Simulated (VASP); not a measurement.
# GaN (P6_3mc) in VASP: relaxation of the atoms with LDA

Aim: the relaxation of the atoms of GaN with LDA.

All numbers are computed with VASP 6.6.1; they aren't measurements. Logs are shortened: lines on timing, memory, paths and dates and some standing lists are left out, and cuts for length are marked.

## 1. The cell of the first run

It takes space group P6_3mc (No. 186, hexagonal). Conventional cell: a = 3.183 Å, b = 3.183 Å, c = 5.184 Å, α = 90.00°, β = 90.00°, γ = 120.00°. Within 2.6 Å of Ga (site symmetry 3m) lie 4 N at 1.95 Å. N (site symmetry 3m) has 4 Ga at 1.95 Å within 2.6 Å.

## 2. Relaxation of the atoms, LDA (strained cell)

Input file INCAR:

```
SYSTEM = GaN
  ALGO = Normal
  EDIFF = 1E-6
  EDIFFG = -0.002
  ENCUT = 520
  GGA = CA
  IBRION = 2
  ISIF = 2
  ISMEAR = 0
  LASPH = .True.
  LCHARG = .False.
  LREAL = .False.
  LWAVE = .False.
  NELM = 60
  NSW = 60
  PREC = Accurate
  SIGMA = 0.02
```

Input file KPOINTS:

```
k-points
0
Gamma
  12 12 6
  0 0 0
```

Input file POSCAR:

```
GaN
1.0
    3.1832830186      0.0000000000      0.0000000000
   -1.5916415093      2.7568039615      0.0000000000
    0.0000000000      0.0000000000      5.1838435073
Ga N
2 2
Direct
    0.6666666667      0.3333333333      0.4991063492
    0.3333333333      0.6666666667      0.9991063492
    0.6666666667      0.3333333333      0.8758936508
    0.3333333333      0.6666666667      0.3758936508
```

Potentials or basis: VASP PAW LDA potentials, release 64 (Ga_d, N).

Command:

```bash
> cat potpaw_LDA.64/Ga_d/POTCAR potpaw_LDA.64/N/POTCAR > POTCAR
> mpirun -np 1 vasp_std > vasp.out
```

OUTCAR:

```text
SYSTEM = GaN
   EDIFF = 1E-6
   EDIFFG = -0.002
   ENCUT = 520
   GGA = CA
   IBRION = 2
   ISIF = 2
   ISMEAR = 0
   LASPH = .True.
   LREAL = .False.
   NELM = 60
   NSW = 60
   PREC = Accurate

 ion  position               nearest neighbor table
   1  0.667  0.333  0.499-   4 1.95   4 1.95   4 1.95   3 1.95
   2  0.333  0.667  0.999-   3 1.95   3 1.95   3 1.95   4 1.95
   3  0.667  0.333  0.876-   2 1.95   2 1.95   2 1.95   1 1.95
   4  0.333  0.667  0.376-   1 1.95   1 1.95   1 1.95   2 1.95

  LATTYP: Found a hexagonal cell.
 ALAT       =     3.1832830186
 C/A-ratio  =     1.6284582543

  Lattice vectors:

 A1 = (   3.1832830186,   0.0000000000,   0.0000000000)
 A2 = (  -1.5916415093,   2.7568039615,   0.0000000000)
 A3 = (   0.0000000000,   0.0000000000,   5.1838435073)

Analysis of symmetry for initial positions (statically):
=====================================================================
 Subroutine PRICEL returns:
 Original cell was already a primitive cell.

 Routine SETGRP: Setting up the symmetry group for a
 hexagonal supercell.

 Subroutine GETGRP returns: Found 12 space group operations
 (whereof  6 operations were pure point group operations)
 out of a pool of 24 trial point group operations.

The static configuration has the point symmetry C_3v.
 The point group associated with its full space group is C_6v.

Analysis of symmetry for dynamics (positions and initial velocities):
=====================================================================
 Subroutine PRICEL returns:
 Original cell was already a primitive cell.

 Routine SETGRP: Setting up the symmetry group for a
 hexagonal supercell.

 Subroutine GETGRP returns: Found 12 space group operations
 (whereof  6 operations were pure point group operations)
 out of a pool of 24 trial point group operations.

The dynamic configuration has the point symmetry C_3v.
 The point group associated with its full space group is C_6v.

 Subroutine INISYM returns: Found 12 space group operations
 (whereof  6 operations are pure point group operations),
 and found     1 'primitive' translations

----------------------------------------------------------------------------------------
[... 156 lines left out ...]
  in kB      -45.5834735    -45.5834735    -43.1379468      0.0000000      0.0000000      0.0000000
  external PRESSURE =     -44.7682979 kB  Pullay stress =       0.0000000 kB

 VOLUME and BASIS-vectors are now :
 -----------------------------------------------------------------------------
  energy-cutoff  :      520.00
  volume of cell :       45.49
      direct lattice vectors                 reciprocal lattice vectors
     3.183283019  0.000000000  0.000000000     0.314141091  0.181369443  0.000000000
    -1.591641509  2.756803962  0.000000000     0.000000000  0.362738887  0.000000000
     0.000000000  0.000000000  5.183843507     0.000000000  0.000000000  0.192907058

 POSITION                                       TOTAL-FORCE (eV/Angst)
 -----------------------------------------------------------------------------------
      1.59164      0.91893      2.58729        -0.000000      0.000000      0.007370
     -0.00000      1.83787      5.17921        -0.000000     -0.000000      0.007370
      1.59164      0.91893      4.54050        -0.000000     -0.000000     -0.007370
     -0.00000      1.83787      1.94857         0.000000     -0.000000     -0.007370
 -----------------------------------------------------------------------------------
    total drift:                               -0.000001     -0.000001     -0.000233

  FREE ENERGIE OF THE ION-ELECTRON SYSTEM (eV)
  ---------------------------------------------------
  free  energy   TOTEN  =       -27.8965672348 eV

  energy  without entropy=      -27.8965672348  energy(sigma->0) =      -27.89656723

--------------------------------------- Ionic step        2  -------------------------------------------

 number of electron      35.9999990 magnetization

 Free energy of the ion-electron system (eV)
  ---------------------------------------------------
  ext. energy  EPLUGINS =         0.00000000
  ---------------------------------------------------
  free energy    TOTEN  =       -27.89657199 eV

  energy without entropy =      -27.89657199  energy(sigma->0) =      -27.89657199

 E-fermi :   5.2587     XC(G=0): -12.1444

 val. band max:        5.1155142963   @ k =   0.0000   0.0000   0.0000
 cond. band min:       7.0718106170   @ k =   0.0000   0.0000   0.0000
 fundamental gap:      1.9562963207
 Fermi energy:         5.2586830071

 k-point     1 :       0.0000    0.0000    0.0000
  band No.  band energies     occupation
      1     -10.7707      2.00000
      2      -9.8906      2.00000
      3      -8.4391      2.00000
      4      -8.4230      2.00000
      5      -8.4230      2.00000
      6      -8.3615      2.00000
[... 589 lines left out ...]
     21      12.0291      0.00000
     22      13.2541      0.00000

 [... further k-points ...]

------------------------ aborting loop because EDIFF is reached ----------------------------------------

  FORCE on cell =-STRESS in cart. coord.  units (eV):
  Direction    XX          YY          ZZ          XY          YZ          ZX
  --------------------------------------------------------------------------------------
  -------------------------------------------------------------------------------------
  Total       -1.2941280     -1.2941280     -1.2094594      0.0000000      0.0000000      0.0000000
  in kB      -45.5779516    -45.5779516    -42.5960055      0.0000000      0.0000000      0.0000000
  external PRESSURE =     -44.5839696 kB  Pullay stress =       0.0000000 kB

 VOLUME and BASIS-vectors are now :
 -----------------------------------------------------------------------------
  energy-cutoff  :      520.00
  volume of cell :       45.49
      direct lattice vectors                 reciprocal lattice vectors
     3.183283019  0.000000000  0.000000000     0.314141091  0.181369443  0.000000000
    -1.591641509  2.756803962  0.000000000     0.000000000  0.362738887  0.000000000
     0.000000000  0.000000000  5.183843507     0.000000000  0.000000000  0.192907058

 POSITION                                       TOTAL-FORCE (eV/Angst)
 -----------------------------------------------------------------------------------
      1.59164      0.91893      2.58764         0.000000      0.000000     -0.001639
     -0.00000      1.83787      5.17957         0.000000     -0.000000     -0.001639
      1.59164      0.91893      4.54014         0.000000     -0.000000      0.001639
     -0.00000      1.83787      1.94822        -0.000000      0.000000      0.001639
 -----------------------------------------------------------------------------------
    total drift:                               -0.000001     -0.000001     -0.003535

  FREE ENERGIE OF THE ION-ELECTRON SYSTEM (eV)
  ---------------------------------------------------
  free  energy   TOTEN  =       -27.8965719923 eV

  energy  without entropy=      -27.8965719923  energy(sigma->0) =      -27.89657199

 reached required accuracy - stopping structural energy minimisation
```

OSZICAR:

```text
N       E                     dE             d eps       ncg     rms          rms(c)
DAV:   1     0.276834528295E+03    0.27683E+03   -0.18601E+04  3478   0.304E+03
[... 15 lines left out ...]
DAV:  17    -0.278965674193E+02    0.15440E-05   -0.48806E-06  3294   0.170E-02    0.621E-03
DAV:  18    -0.278965672348E+02    0.18452E-06   -0.14640E-06  2322   0.113E-02
   1 F= -.27896567E+02 E0= -.27896567E+02  d E =-.278966E+02
       N       E                     dE             d eps       ncg     rms          rms(c)
DAV:   1    -0.278965654759E+02    0.19434E-05   -0.19903E-03  3356   0.345E-01    0.571E-03
DAV:   2    -0.278965720019E+02   -0.65260E-05   -0.68494E-05  3810   0.759E-02    0.280E-03
DAV:   3    -0.278965719923E+02    0.95624E-08   -0.18711E-06  3010   0.134E-02
   2 F= -.27896572E+02 E0= -.27896572E+02  d E =-.475752E-05
```

CONTCAR:

```text
GaN
   1.00000000000000
     3.1832830186000001    0.0000000000000000    0.0000000000000000
    -1.5916415093000000    2.7568039615000002    0.0000000000000000
     0.0000000000000000    0.0000000000000000    5.1838435072999998
  Ga              N
     2     2
Direct
     0.6666666667000030    0.3333333332999970    0.4991749410671791
     0.3333333332999970    0.6666666667000030    0.9991749410671791
     0.6666666667000030    0.3333333332999970    0.8758250589328209
     0.3333333332999970    0.6666666667000030    0.3758250589328209

  0.00000000E+00  0.00000000E+00  0.00000000E+00
  0.00000000E+00  0.00000000E+00  0.00000000E+00
  0.00000000E+00  0.00000000E+00  0.00000000E+00
  0.00000000E+00  0.00000000E+00  0.00000000E+00
```

It took 2.1 min on 1 thread of Intel Xeon 8259CL, shared host; peak memory 0.19 GiB.

Results:

```
Free energy               : -27.8966 eV
Energy gained by relaxing : 0.0 meV/atom
Ionic steps               : 2
Pressure after relaxing   : -4.5 GPa
Band gap on the k mesh    : 1.96 eV
```

Final structure:
```yaml
crystal:
  lattice:
    - [3.18328, 0.00000, 0.00000]
    - [-1.59164, 2.75680, 0.00000]
    - [0.00000, 0.00000, 5.18384]
  atoms:
    - { symbol: Ga, position: [0.66667, 0.33333, 0.49917] }
    - { symbol: Ga, position: [0.33333, 0.66667, 0.99918] }
    - { symbol: N, position: [0.66667, 0.33333, 0.87582] }
    - { symbol: N, position: [0.33333, 0.66667, 0.37583] }
```

Caveat: the cell differs from its parent crystal (strained cell).
